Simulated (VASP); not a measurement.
# Cd8S9 (a cell with a defect) in VASP: a series of runs, part 2 of 2

VASP 6.6.1. The steps go on from the part before.

## 3. Single point, PBE+D3(BJ)

Contents of INCAR:

```
  PREC = Accurate
  ENCUT = 520
  EDIFF = 1E-6
  ISMEAR = -1
  SIGMA = 0.05
  LREAL = Auto
  LASPH = T
  NELM = 100
  ALGO = Normal
  ISIF = 2
  LWAVE = F
  LCHARG = F
  GGA = PE
  IVDW = 12
  NBANDS = 89
```

Contents of KPOINTS:

```
Automatic mesh
0
Gamma
  2 2 2
```

Contents of POSCAR:

```
Cd8S9
1.0
   -4.1348000000     -7.1616840000      0.0000000000
    6.2022000000     -3.5808420000      0.0000000000
    0.0000000000      0.0000000000      6.7490000000
Cd S
8 9
Direct
    0.3836592946      0.4074609738      0.1184916284
    0.4564985446      0.5993567092      0.5686768410
    0.2246600840      0.7907233748     -0.0304193214
    0.2482615975      0.1476269797      0.4643206401
    0.0134124882      0.2826832343     -0.0823973922
   -0.0747657923      0.7242846735      0.3756556527
    0.6317450754      0.9040726738      0.0636390576
    0.8487209376      0.2101820858      0.5012594458
    0.5252197997      0.3484213389      0.4078085642
    0.5054058401      0.6421515055      0.9260779375
    0.2445717231      0.8069483668      0.3620091865
    0.2874752977      0.1860715329      0.8734627352
    0.0152234792      0.3910460871      0.2964142836
    0.0446176481      0.6495574234      0.7118239739
    0.6623919426      0.8816804044      0.4358423470
    0.7402572637      0.1474824633      0.8529263595
    0.9247550803      0.6828830586      0.9893317529
```

Potentials or basis: VASP PAW PBE potentials, release 64 (Cd, S).

Started as:

```console
> cat potpaw_PBE.64/Cd/POTCAR potpaw_PBE.64/S/POTCAR > POTCAR
> mpirun -np 1 vasp_std > vasp.out
```

OUTCAR:

```text
PREC = Accurate
   ENCUT = 520
   EDIFF = 1E-6
   ISMEAR = -1
   LREAL = Auto
   LASPH = T
   NELM = 100
   ISIF = 2
   GGA = PE
   IVDW = 12
 IVDW          = 12

 ion  position               nearest neighbor table
   1  0.384  0.407  0.118-   9 2.32  10 2.35  12 2.43   4 3.19   3 3.21  13 3.28   2 3.39   5 3.47

   2  0.456  0.599  0.569-   9 2.18  10 2.46  11 2.69  15 2.79   1 3.39   3 3.59   4 3.73
   3  0.225  0.791  0.970-  14 2.50  10 2.57  17 2.60  11 2.66  12 2.95   1 3.21   7 3.52   2 3.59
                             6 3.72
   4  0.248  0.148  0.464-  11 2.54   9 2.73  12 2.79  13 2.83   1 3.19   8 3.34   2 3.73   5 3.75

   5  0.013  0.283  0.918-  12 2.39  16 2.50  13 2.67  14 2.98  17 3.00   8 3.17   1 3.47   4 3.75

   6  0.925  0.724  0.376-  15 2.48  14 2.53  13 2.56  17 2.62  11 2.71   7 3.46   8 3.64   3 3.72

   7  0.632  0.904  0.064-  10 2.34  16 2.42  15 2.53  17 2.94   6 3.46   3 3.52
   8  0.849  0.210  0.501-  13 2.34  16 2.58  15 2.85   9 2.92   5 3.17   4 3.34   6 3.64
   9  0.525  0.348  0.408-   2 2.18   1 2.32   4 2.73   8 2.92
  10  0.505  0.642  0.926-   7 2.34   1 2.35   2 2.46   3 2.57
  11  0.245  0.807  0.362-   4 2.54   3 2.66   2 2.69   6 2.71
[... 213 lines left out ...]
  band No.  band energies     occupation
      1     -12.2385      2.00000
      2     -11.0959      2.00000
      3     -10.7738      2.00000
      4     -10.5196      2.00000
      5     -10.2595      2.00000
      6      -9.9714      2.00000
[... 709 lines left out ...]
     86       6.6497      0.00000
     87       6.7652      0.00000
 [bands above 87 left out]

------------------------ aborting loop because EDIFF is reached ----------------------------------------

 Edisp (eV)   -5.44835

 E8    (eV) :    -2.2048

  FORCE on cell =-STRESS in cart. coord.  units (eV):
  Direction    XX          YY          ZZ          XY          YZ          ZX
  --------------------------------------------------------------------------------------
  -------------------------------------------------------------------------------------
  Total       8.52853     5.83546    14.16175    -3.13331    -3.49562     2.10196
  in kB      34.18580    23.39089    56.76601   -12.55956   -14.01187     8.42551
  external pressure =       38.11 kB  Pullay stress =        0.00 kB

 VOLUME and BASIS-vectors are now :
 -----------------------------------------------------------------------------
  energy-cutoff  :      520.00
  volume of cell :      399.70
      direct lattice vectors                 reciprocal lattice vectors
    -4.134800000 -7.161684000  0.000000000    -0.060462417 -0.104723973  0.000000000
     6.202200000 -3.580842000  0.000000000     0.120924833 -0.069815982  0.000000000
     0.000000000  0.000000000  6.749000000     0.000000000  0.000000000  0.148170099

 POSITION                                       TOTAL-FORCE (eV/Angst)
 -----------------------------------------------------------------------------------
      0.94080     -4.20670      0.79970        -0.269820      0.652781     -0.375529
      1.82980     -5.41550      3.83800         3.326370     -1.051948      1.398325
      3.97530     -4.44040      6.54370         0.779909     -1.124794      0.425004
     -0.11090     -2.30660      3.13370        -0.077312     -0.347385      0.301584
      1.69780     -1.10830      6.19290         0.651052      1.008982      0.497547
      0.66650     -9.21978      2.53530         0.459720     -0.180280      0.371320
[... 9 lines left out ...]
     -2.14610     -5.82960      5.75640         0.840189     -1.199890     -0.497561
      0.41170     -9.06810      6.67700         0.496370      0.698113     -0.312415
 -----------------------------------------------------------------------------------
    total drift:                               -0.005081      0.002589      0.005508

  FREE ENERGIE OF THE ION-ELECTRON SYSTEM (eV)
  ---------------------------------------------------
  free  energy   TOTEN  =       -51.9065449307 eV

  energy  without entropy=      -51.9045744904  energy(sigma->0) =      -51.90555971
```

Run time: 8.6 min. Hardware: 1 thread of Oxide Virtual Turin-like, shared host; peak memory 0.46 GiB.

Results:

```
Free energy                : -51.9065 eV
Pressure                   : 3.8 GPa
Largest force              : 3.910 eV/Å
Band gap on the k mesh     : 0.46 eV
Dispersion energy per atom : -0.320 eV
```

Forces in eV/Å, atoms in the order of the input:
```
Cd  -0.270  0.653 -0.376
Cd   3.326 -1.052  1.398
Cd   0.780 -1.125  0.425
Cd  -0.077 -0.347  0.302
Cd   0.651  1.009  0.498
Cd   0.460 -0.180  0.371
Cd   0.164 -1.143  0.793
Cd  -0.237  1.978  0.702
S   -3.769  0.889 -0.535
S    0.306  0.248 -1.379
S    0.648 -0.143 -0.075
S   -1.299  0.762 -0.822
S   -1.470 -0.493 -0.089
S   -0.410  0.111  0.264
S   -0.138 -0.664 -0.667
S    0.840 -1.200 -0.498
S    0.496  0.698 -0.312
```

Stress tensor (GPa, compression positive):
```
 3.42 -1.26  0.84
-1.26  2.34 -1.40
 0.84 -1.40  5.68
```

Caveat: the k points lie up to 0.47 Å⁻¹ apart.

## 4. Single point, PBE+D3(BJ)

Contents of INCAR:

```
SYSTEM = Cd8S9
  PREC = Accurate
  ENCUT = 520
  EDIFF = 1E-6
  ISMEAR = -1
  SIGMA = 0.05
  LREAL = Auto
  LASPH = .TRUE.
  NELM = 80
  ALGO = Normal
  ISIF = 2
  LWAVE = .FALSE.
  LCHARG = .TRUE.
  GGA = PE
  IVDW = 12
  LELF = .TRUE.
  LVHAR = .TRUE.
  NBANDS = 89
```

Contents of KPOINTS:

```
Automatic mesh
0
G
  2 2 2
  0 0 0
```

Contents of POSCAR:

```
Cd8S9
1.0
   -4.1348000000     -7.1616840000      0.0000000000
    6.2022000000     -3.5808420000      0.0000000000
    0.0000000000      0.0000000000      6.7490000000
Cd S
8 9
Direct
    0.3211343988      0.3841099145      0.0562898207
    0.4158978583      0.6405395609      0.4932138095
    0.2661810876      0.7967665604     -0.0216921025
    0.2766903460      0.2006319117      0.5095421544
   -0.0675842518      0.3143163129     -0.0330863832
   -0.0410318515      0.7426625230      0.2782338124
    0.6577331139      0.9388918254      0.0419469551
    0.8030315599      0.2302368343      0.5475329678
    0.5224235195      0.3703229126      0.3322418136
    0.4950913489      0.6482866901      0.8510149652
    0.2443918149      0.8847201439      0.3350866795
    0.1687243420      0.1185613829      0.8587198103
    0.0289734158      0.3621778207      0.3426581716
    0.0453988494      0.5535479608      0.7058675359
    0.7115157273      0.8368280980      0.4010075567
    0.6665199863      0.1981920672      0.8360942362
    0.9003473048      0.7081287343      0.9329085790
```

Potentials or basis: VASP PAW PBE potentials, release 64 (Cd, S).

Started as:

```console
> cat potpaw_PBE.64/Cd/POTCAR potpaw_PBE.64/S/POTCAR > POTCAR
> mpirun -np 1 vasp_std > vasp.out
```

OUTCAR:

```text
SYSTEM = Cd8S9
   PREC = Accurate
   ENCUT = 520
   EDIFF = 1E-6
   ISMEAR = -1
   LREAL = Auto
   LASPH = .TRUE.
   NELM = 80
   ISIF = 2
   GGA = PE
   IVDW = 12
 IVDW          = 12

 ion  position               nearest neighbor table
   1  0.321  0.384  0.056-   9 2.50  12 2.64  10 2.75   3 3.04  13 3.10   5 3.31   4 3.35   2 3.56

   2  0.416  0.641  0.493-   9 2.39  11 2.49  10 2.50  15 2.89   4 3.36   1 3.56   3 3.67
   3  0.266  0.797  0.978-  10 2.34  11 2.50  12 2.57   1 3.04  17 3.11  14 3.12   6 3.27   7 3.42
                             2 3.67
   4  0.277  0.201  0.510-  11 2.56  12 2.59  13 2.61   9 2.65   1 3.35   2 3.36
   5  0.932  0.314  0.967-  16 2.51  12 2.51  14 2.63  13 2.68  17 2.84   8 3.09   1 3.31   7 3.56
                             6 3.72
   6  0.959  0.743  0.278-  15 2.31  17 2.39  11 2.60  13 2.82  14 3.27   3 3.27   7 3.27   5 3.72

   7  0.658  0.939  0.042-  16 2.32  15 2.57  17 2.70  10 2.79   6 3.27   3 3.42   5 3.56
   8  0.803  0.230  0.548-  16 2.26  13 2.51   9 2.92  15 3.08   5 3.09  14 3.24
   9  0.522  0.370  0.332-   2 2.39   1 2.50   4 2.65   8 2.92
  10  0.495  0.648  0.851-   3 2.34   2 2.50   1 2.75   7 2.79
  11  0.244  0.885  0.335-   2 2.49   3 2.50   4 2.56   6 2.60
  12  0.169  0.119  0.859-   5 2.51   3 2.57   4 2.59   1 2.64
  13  0.029  0.362  0.343-   8 2.51   4 2.61   5 2.68   6 2.82   1 3.10
  14  0.045  0.554  0.706-  17 2.24   5 2.63   3 3.12   8 3.24   6 3.27
  15  0.712  0.837  0.401-   6 2.31   7 2.57   2 2.89   8 3.08
  16  0.667  0.198  0.836-   8 2.26   7 2.32   5 2.51
  17  0.900  0.708  0.933-  14 2.24   6 2.39   7 2.70   5 2.84   3 3.11

  LATTYP: Found a simple orthorhombic cell.
 ALAT       =     6.7490000000
 B/A-ratio  =     1.0611473936
 C/A-ratio  =     1.2253074941

  Lattice vectors:

 A1 = (   0.0000000000,   0.0000000000,  -6.7490000000)
 A2 = (   6.2022000000,  -3.5808420000,   0.0000000000)
 A3 = (  -4.1348000000,  -7.1616840000,   0.0000000000)

Analysis of symmetry for initial positions (statically):
=====================================================================
 Subroutine PRICEL returns:
[... 162 lines left out ...]
   LHFCALC =     F    Hartree Fock is set to
   AEXX    =    0.0000 exact exchange contribution
   IVDW    =    12    specifies the selected vdW correction
   LEPSILON=     F    determine dielectric tensor
   LRPA    =     F    only Hartree local field effects (RPA)
 non-spin polarized calculation
  energy-cutoff  :      520.00
  volume of cell :      399.70
 maximum number of plane-waves:     10818
 NGX is ok and might be reduce to    64
   NGX = 31   NGY = 27   NGZ = 25

 number of electron     150.0000003 magnetization

 Free energy of the ion-electron system (eV)
  ---------------------------------------------------
  ext. energy  EPLUGINS =         0.00000000
  ---------------------------------------------------
  free energy    TOTEN  =       -47.37785777 eV

  energy without entropy =      -47.37079402  energy(sigma->0) =      -47.37432589

 E-fermi :   2.5535     XC(G=0):  -9.4668

 val. band max:        2.4090004342   @ k =   0.5000   0.5000   0.0000
 cond. band min:       2.6815332347   @ k =   0.0000   0.0000   0.0000
 fundamental gap:      0.2725328005
 Fermi energy:         2.5534894266

 k-point     1 :       0.0000    0.0000    0.0000
  band No.  band energies     occupation
      1     -11.5871      2.00000
      2     -10.8509      2.00000
      3     -10.4790      2.00000
      4     -10.2616      2.00000
      5     -10.1881      2.00000
      6     -10.1060      2.00000
[... 709 lines left out ...]
     86       6.7237      0.00000
     87       6.8256      0.00000
 [bands above 87 left out]

------------------------ aborting loop because EDIFF is reached ----------------------------------------

 Edisp (eV)   -5.45315

 E8    (eV) :    -2.2079

  FORCE on cell =-STRESS in cart. coord.  units (eV):
  Direction    XX          YY          ZZ          XY          YZ          ZX
  --------------------------------------------------------------------------------------
  -------------------------------------------------------------------------------------
  Total      10.54307    -2.23611     8.35870     2.74395     1.73931     2.39524
  in kB      42.26090    -8.96324    33.50505    10.99887     6.97186     9.60111
  external pressure =       22.27 kB  Pullay stress =        0.00 kB

 VOLUME and BASIS-vectors are now :
 -----------------------------------------------------------------------------
  energy-cutoff  :      520.00
  volume of cell :      399.70
      direct lattice vectors                 reciprocal lattice vectors
    -4.134800000 -7.161684000  0.000000000    -0.060462417 -0.104723973  0.000000000
     6.202200000 -3.580842000  0.000000000     0.120924833 -0.069815982  0.000000000
     0.000000000  0.000000000  6.749000000     0.000000000  0.000000000  0.148170099

 POSITION                                       TOTAL-FORCE (eV/Angst)
 -----------------------------------------------------------------------------------
      1.05450     -3.67530      0.37990        -0.671016      0.009212     -0.885863
      2.25310     -5.27220      3.32870         0.853147     -0.633437      0.386408
      3.84110     -4.75940      6.60260         1.479137      0.412226     -0.211410
      0.10030     -2.70000      3.43890        -0.232660     -0.107458      0.212880
     -1.90590     -7.80318      6.52570         0.365637      0.116340      0.725392
      0.64100     -9.52718      1.87780        -1.440171     -1.190648      1.219766
[... 9 lines left out ...]
     -1.52670     -5.48310      5.64280         1.526275      0.482148      1.243399
      0.66920     -8.98370      6.29620        -0.733781     -0.269066     -1.270849
 -----------------------------------------------------------------------------------
    total drift:                                0.000264      0.003046     -0.012527

  FREE ENERGIE OF THE ION-ELECTRON SYSTEM (eV)
  ---------------------------------------------------
  free  energy   TOTEN  =       -52.8310061189 eV

  energy  without entropy=      -52.8239423655  energy(sigma->0) =      -52.82747424
```

Wall time 8.7 min (1 thread of Oxide Virtual Turin-like, shared host); peak memory 0.46 GiB.

Results:

* Free energy: -52.8310 eV
* Pressure: 2.2 GPa
* Largest force: 2.541 eV/Å
* Band gap on the k mesh: 0.27 eV
* Dispersion energy per atom: -0.321 eV

Forces in eV/Å, atoms in the order of the input:
```
Cd  -0.671  0.009 -0.886
Cd   0.853 -0.633  0.386
Cd   1.479  0.412 -0.211
Cd  -0.233 -0.107  0.213
Cd   0.366  0.116  0.725
Cd  -1.440 -1.191  1.220
Cd  -1.139  0.830  0.946
Cd  -0.670 -0.405 -2.418
S   -0.900  0.872  0.092
S   -0.741 -0.155  0.227
S   -0.256  0.355  0.266
S   -0.498 -1.011 -0.319
S   -0.018  0.270 -0.946
S    1.173 -0.043  0.720
S    1.902  0.468  0.013
S    1.526  0.482  1.243
S   -0.734 -0.269 -1.271
```

Stress tensor (GPa, compression positive):
```
 4.23  1.10  0.96
 1.10 -0.90  0.70
 0.96  0.70  3.35
```

Levels at points of the mesh, in eV from the valence-band top:
| k point | band 71 | band 72 | band 73 | band 74 | band 75 | band 76 | band 77 | band 78 | band 79 | band 80 |
| --- | --- | --- | --- | --- | --- | --- | --- | --- | --- | --- |
| (0.00, 0.00, 0.00) | -1.19 | -0.90 | -0.67 | -0.47 | -0.34 | 0.27 | 1.45 | 2.09 | 2.31 | 2.58 |
| (0.50, 0.00, 0.00) | -1.19 | -0.91 | -0.80 | -0.44 | -0.06 | 1.29 | 1.47 | 2.00 | 2.44 | 3.05 |
| (0.00, 0.50, 0.00) | -1.31 | -1.20 | -1.01 | -0.54 | -0.23 | 1.07 | 1.35 | 2.22 | 2.48 | 2.71 |
| (0.50, 0.50, 0.00) | -1.35 | -1.20 | -1.03 | -0.36 | 0.00 | 1.50 | 1.55 | 2.42 | 2.51 | 2.66 |
| (0.00, 0.00, 0.50) | -1.22 | -1.17 | -0.86 | -0.68 | -0.55 | 1.06 | 1.50 | 2.17 | 2.24 | 2.54 |
| (0.50, 0.00, 0.50) | -1.49 | -1.30 | -1.06 | -0.56 | -0.26 | 1.42 | 1.80 | 2.48 | 2.53 | 2.90 |
| (0.00, 0.50, 0.50) | -1.54 | -1.41 | -1.16 | -0.69 | -0.46 | 1.06 | 1.55 | 2.05 | 2.30 | 2.46 |
| (0.50, 0.50, 0.50) | -1.64 | -1.46 | -1.18 | -0.39 | -0.27 | 1.40 | 1.72 | 2.28 | 2.65 | 2.95 |

Caveat: the k points lie up to 0.47 Å⁻¹ apart.
